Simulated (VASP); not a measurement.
# Lu (P2_1/m) in VASP: single point with PBEsol

Aim: the single point of Lu with PBEsol.

All numbers are computed with VASP 6.6.1; they aren't measurements. Logs are shortened: lines on timing, memory, paths and dates and some standing lists are left out, and cuts for length are marked.

## Step 1: The cell of the first run

The typed cell holds 2 atoms: a = 3.503 Å, b = 3.503 Å, c = 5.551 Å, α = 90.00°, β = 90.00°, γ = 120.00°.

## Step 2: Single point, PBEsol

The input, INCAR:

```
SYSTEM = Lu
PREC = Accurate
ENCUT = 520
EDIFF = 1E-6
ISMEAR = -1
SIGMA = 0.05
LREAL = .False.
LASPH = .True.
NELM = 80
ALGO = Normal
ISIF = 2
LWAVE = .False.
LCHARG = .False.
GGA = PS
NBANDS = 32
```

The input, KPOINTS:

```
regular mesh
0
Gamma
  7 7 4
  0 0 0
```

The input, POSCAR:

```
Lu
1.0
    3.5031000000      0.0000000000      0.0000000000
   -1.7515500000      3.0337735920      0.0000000000
    0.0000000000      0.0000000000      5.5509000000
Lu
2
Direct
    0.3330550321      0.7486072810      0.2500000000
    1.3336115370      0.2513925238      0.7500000000
```

Potentials or basis: VASP PAW PBE potentials, release 64 (Lu).

Launch:

```sh
$ cat potpaw_PBE.64/Lu/POTCAR > POTCAR
$ mpirun -np 1 vasp_std > vasp.out
```

OUTCAR:

```text
SYSTEM = Lu
   PREC = Accurate
   ENCUT = 520
   EDIFF = 1E-6
   ISMEAR = -1
   LREAL = .False.
   LASPH = .True.
   NELM = 80
   ISIF = 2
   GGA = PS

 ion  position               nearest neighbor table
   1  0.333  0.749  0.250-   2 3.28   2 3.28   2 3.29   2 3.29
   2  0.334  0.251  0.750-   1 3.28   1 3.28   1 3.29   1 3.29

  LATTYP: Found a hexagonal cell.
 ALAT       =     3.5031000000
 C/A-ratio  =     1.5845679541

  Lattice vectors:

 A1 = (   3.5031000000,   0.0000000000,   0.0000000000)
 A2 = (  -1.7515500000,   3.0337735920,   0.0000000000)
 A3 = (   0.0000000000,   0.0000000000,   5.5509000000)

Analysis of symmetry for initial positions (statically):
=====================================================================
 Subroutine PRICEL returns:
 Original cell was already a primitive cell.

 Routine SETGRP: Setting up the symmetry group for a
 hexagonal supercell.

 Subroutine GETGRP returns: Found  4 space group operations
 (whereof  1 operations were pure point group operations)
 out of a pool of 24 trial point group operations.

The static configuration has the point symmetry C_1 .
 The point group associated with its full space group is C_2h.

Analysis of symmetry for dynamics (positions and initial velocities):
=====================================================================
 Subroutine PRICEL returns:
 Original cell was already a primitive cell.

 Routine SETGRP: Setting up the symmetry group for a
 hexagonal supercell.

 Subroutine GETGRP returns: Found  4 space group operations
 (whereof  1 operations were pure point group operations)
 out of a pool of 24 trial point group operations.

The dynamic configuration has the point symmetry C_1 .
 The point group associated with its full space group is C_2h.

 Subroutine INISYM returns: Found  4 space group operations
 (whereof  1 operations are pure point group operations),
 and found     1 'primitive' translations

----------------------------------------------------------------------------------------

                                     Primitive cell

  volume of cell :      58.9928

[... 73 lines left out ...]
   dimension x,y,z NGX =    28 NGY =   28 NGZ =   42
   dimension x,y,z NGXF=    56 NGYF=   56 NGZF=   84
   ions per type =               2
   NGX,Y,Z   is equivalent  to a cutoff of  13.29, 13.29, 12.58 a.u.
   NGXF,Y,Z  is equivalent  to a cutoff of  26.58, 26.58, 25.16 a.u.
 SYSTEM =  Lu
   PREC   = accura    normal or accurate (medium, high low for compatibility)
   ISTART =      0    job   : 0-new  1-cont  2-samecut
   ICHARG =      2    charge: 1-file 2-atom 10-const
   ISPIN  =      1    spin polarized calculation?
   LNONCOLLINEAR =      F non collinear calculations
   LSORBIT =      F    spin-orbit coupling
   LASPH  =      T    aspherical Exc in radial PAW
   ENCUT  =  520.0 eV  38.22 Ry    6.18 a.u.   6.51  6.51 10.32*2*pi/ulx,y,z
   NELM   =     80;   NELMIN=  2; NELMDL= -5     # of ELM steps
   EDIFF  = 0.1E-05   stopping-criterion for ELM
   LREAL  =      F    real-space projection
   EDIFFG = 0.1E-04   stopping-criterion for IOM
   NSW    =      0    number of steps for IOM
   IBRION =     -1    ionic relax: 0-MD 1-quasi-New 2-CG
   NFREE  =      0    steps in history (QN), initial steepest desc. (CG)
   ISIF   =      2    stress and relaxation
   ISYM   =      2    0-nonsym 1-usesym 2-fastsym
   POTIM  = 0.5000    time-step for ionic-motion
   TEBEG  =    0.0;   TEEND  =   0.0 temperature during run
   PSTRESS=    0.0 pullay stress
   NELECT =      50.0000    total number of electrons
   NUPDOWN=      -1.0000    fix difference up-down
   EMIN   =  10.00;   EMAX   =-10.00  energy-range for DOS
   EFERMI =   0.00;   METHOD = LEGACY
   ISMEAR =    -1;   SIGMA  =   0.05  broadening in eV -4-tet -1-fermi 0-gaus
   EFERMI_NEDOS =   21; number of points for ismear=-14 and -15
   IALGO  =     38    algorithm
   IMIX   =      4    mixing-type and parameters
     AMIX     =   0.40;   BMIX     =  1.00
     AMIX_MAG =   1.60;   BMIX_MAG =  1.00
  volume/ion in A,a.u.               =      29.50       199.05
  Fermi-wavevector in a.u.,A,eV,Ry     =   1.549287  2.927727 32.657919  2.400289
  Thomas-Fermi vector in A             =   2.654115
   LORBIT       =      0    0 simple, 1 ext, 2 COOP (PROOUT), +10 PAW based schemes
   GGA     = PS    functional components
   LHFCALC =     F    Hartree Fock is set to
   AEXX    =    0.0000 exact exchange contribution
   IVDW    =     0    specifies the selected vdW correction
   LEPSILON=     F    determine dielectric tensor
   LRPA    =     F    only Hartree local field effects (RPA)
 non-spin polarized calculation
  energy-cutoff  :      520.00
  volume of cell :       58.99
 maximum number of plane-waves:      1640
 NGX is ok and might be reduce to    28
   NGX = 13   NGY = 13   NGZ = 21

 number of electron      49.9999993 magnetization

 Free energy of the ion-electron system (eV)
  ---------------------------------------------------
  ext. energy  EPLUGINS =         0.00000000
  ---------------------------------------------------
  free energy    TOTEN  =        -9.54186618 eV

  energy without entropy =       -9.50755085  energy(sigma->0) =       -9.52470852

 E-fermi :   2.1266     XC(G=0): -10.7082

 val. band max:        2.1259090018   @ k =  -0.2857   0.4286   0.5000
 cond. band min:       2.1273062737   @ k =  -0.1429  -0.4286   0.0000
 fundamental gap:      0.0013972720
 Fermi energy:         2.1265586173

 k-point     1 :       0.0000    0.0000    0.0000
  band No.  band energies     occupation
      1     -54.2250      2.00000
      2     -54.1847      2.00000
      3     -25.2144      2.00000
      4     -24.7765      2.00000
      5     -24.6913      2.00000
      6     -24.6430      2.00000
[... 829 lines left out ...]
     31       6.1381      0.00000
     32       6.9927      0.00000

 [... further k-points ...]
[... 5 lines left out ...]
  --------------------------------------------------------------------------------------
  -------------------------------------------------------------------------------------
  Total       -1.6534198     -0.9595604     -0.0661927     -0.5997207      0.0000000      0.0000000
  in kB      -44.9049901    -26.0605640     -1.7977170    -16.2877294      0.0000000      0.0000000
  external PRESSURE =     -24.2544237 kB  Pullay stress =       0.0000000 kB

 VOLUME and BASIS-vectors are now :
 -----------------------------------------------------------------------------
  energy-cutoff  :      520.00
  volume of cell :       58.99
      direct lattice vectors                 reciprocal lattice vectors
     3.503100000  0.000000000  0.000000000     0.285461448  0.164811244  0.000000000
    -1.751550000  3.033773592  0.000000000     0.000000000  0.329622488  0.000000000
     0.000000000  0.000000000  5.550900000     0.000000000  0.000000000  0.180150967

 POSITION                                       TOTAL-FORCE (eV/Angst)
 -----------------------------------------------------------------------------------
     -0.14450      2.27110      1.38773        -0.005671      0.002671      0.000000
      0.72835      0.76267      4.16318         0.005671     -0.002671      0.000000
 -----------------------------------------------------------------------------------
    total drift:                               -0.000658      0.001464      0.000000

  FREE ENERGIE OF THE ION-ELECTRON SYSTEM (eV)
  ---------------------------------------------------
  free  energy   TOTEN  =        -9.5418661818 eV

  energy  without entropy=       -9.5075508521  energy(sigma->0) =       -9.52470852
```

OSZICAR:

```text
N       E                     dE             d eps       ncg     rms          rms(c)
DAV:   1     0.235202253417E+03    0.23520E+03   -0.19295E+04  6968   0.512E+03
DAV:   2     0.199083045867E+02   -0.21529E+03   -0.20724E+03  5160   0.551E+02
DAV:   3    -0.719189326310E+01   -0.27100E+02   -0.26639E+02  6920   0.117E+02
DAV:   4    -0.967890166109E+01   -0.24870E+01   -0.24696E+01  7504   0.243E+01
DAV:   5    -0.974800743767E+01   -0.69106E-01   -0.69077E-01  7344   0.428E+00    0.491E+00
DAV:   6    -0.958198285249E+01    0.16602E+00   -0.51040E-01  7312   0.920E+00    0.225E+00
DAV:   7    -0.954509015907E+01    0.36893E-01   -0.10757E-01  7288   0.195E+00    0.436E-01
DAV:   8    -0.954166253548E+01    0.34276E-02   -0.13100E-02  7496   0.955E-01    0.129E-01
DAV:   9    -0.954186254284E+01   -0.20001E-03   -0.14365E-03  6984   0.278E-01    0.678E-02
DAV:  10    -0.954186524263E+01   -0.26998E-05   -0.26617E-04  7496   0.134E-01    0.854E-03
DAV:  11    -0.954186688392E+01   -0.16413E-05   -0.10834E-05  6024   0.278E-02    0.102E-02
DAV:  12    -0.954186618184E+01    0.70208E-06   -0.13656E-06  4792   0.106E-02
   1 F= -.95418662E+01 E0= -.95247085E+01  d E =-.343153E-01
```

stdout:

```text
POSCAR found type information on POSCAR Lu
 POSCAR found :  1 types and       2 ions
 scaLAPACK will be used
 -----------------------------------------------------------------------------
|                                                                             |
|                                                                             |
|     You enforced a specific xc type in the INCAR file but a different       |
|     I HOPE YOU KNOW WHAT YOU ARE DOING!                                     |
|                                                                             |
 -----------------------------------------------------------------------------

 LDA part: xc-table for (Slater+PW92), standard interpolation
 POSCAR, INCAR and KPOINTS ok, starting setup
 FFT: planning ... GRIDC
 FFT: planning ... GRID_SOFT
 FFT: planning ... GRID
 WAVECAR not read
 entering main loop
```

It took 56 s on 1 thread of Intel Xeon 6975P-C (Granite Rapids), shared host; peak memory 0.26 GiB.

Results:

```
Free energy            : -9.5419 eV
Pressure               : -2.4 GPa
Largest force          : 0.006 eV/Å
Band gap on the k mesh : zero (band 25 reaches 3.14 eV, above the bottom of band 26 at 1.19 eV)
```

Forces in eV/Å, atoms in the order of the input:
```
Lu  -0.006  0.003  0.000
Lu   0.006 -0.003  0.000
```

Caveat: the PAW data sets were made with another functional, which shifts forces and pressure a little; spin-orbit coupling is left out, which moves the levels of the heavy elements.
